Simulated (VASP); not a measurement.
Wanted: the native input for a VASP 6.6.1 run.

```yaml
Task: single point
Functional: r2SCAN
Potentials_or_basis: VASP PAW PBE potentials, release 64 (Ga_d, Sb)
Cutoff: 520 eV
k_mesh: 8 × 8 × 8
Occupations: fermi-dirac, width 0.02 eV
Spin: no spin polarisation
Dipole_correction: no
Further_INCAR_settings: ALGO = Normal; EDIFF = 1e-07; NBANDS = 16
```

The system is GaSb.

```
Ga Sb
1.0
     0.00000    3.06588    3.06588
     3.06588    0.00000    3.06588
     3.06588    3.06588    0.00000
Ga Sb
1 1
Direct
  0.00000 0.00000 0.00000
  0.25000 0.25000 0.25000
```

The input as run:

POSCAR

```
GaSb
1.0
    0.0000000000      3.0658787979      3.0658787979
    3.0658787979      0.0000000000      3.0658787979
    3.0658787979      3.0658787979      0.0000000000
Ga Sb
1 1
Direct
    0.0000000000      0.0000000000      0.0000000000
    0.2500000000      0.2500000000      0.2500000000
```

INCAR.step1

```
  PREC = Accurate
  ENCUT = 520
  ISMEAR = -1
  SIGMA = 0.02
  LREAL = F
  LASPH = T
  NELM = 60
  NBANDS = 16
  GGA = PE
  ALGO = Normal
  EDIFF = 1E-4
  LWAVE = T
  LCHARG = F
```

INCAR.step2

```
  PREC = Accurate
  ENCUT = 520
  EDIFF = 1E-7
  ISMEAR = -1
  SIGMA = 0.02
  LREAL = F
  LASPH = T
  NELM = 60
  ALGO = Normal
  ISIF = 2
  LWAVE = F
  LCHARG = T
  METAGGA = R2SCAN
  LMIXTAU = T
  LELF = T
  LVHAR = T
  NBANDS = 16
  ISTART = 1
```

KPOINTS

```
Automatic mesh
0
Gamma
  8 8 8
```

Potentials or basis: VASP PAW PBE potentials, release 64 (Ga_d, Sb).

Run with:

```sh
$ cat potpaw_PBE.64/Ga_d/POTCAR potpaw_PBE.64/Sb/POTCAR > POTCAR
$ cp INCAR.step1 INCAR
$ mpirun -np 1 vasp_std > vasp.out
$ cp INCAR.step2 INCAR
$ mpirun -np 1 vasp_std > vasp.out
```

It gave:

* Pressure: 0.1 GPa
* Band gap on the k mesh: 0.40 eV, direct

Caveat: the PAW data sets were made with another functional, which shifts forces and pressure a little; spin-orbit coupling is left out, which moves the levels of the heavy elements.

Run time: 44 s on 1 thread of Intel(R) Xeon(R) 6975P-C (Granite Rapids), on a shared host, peak memory 0.19 GiB.
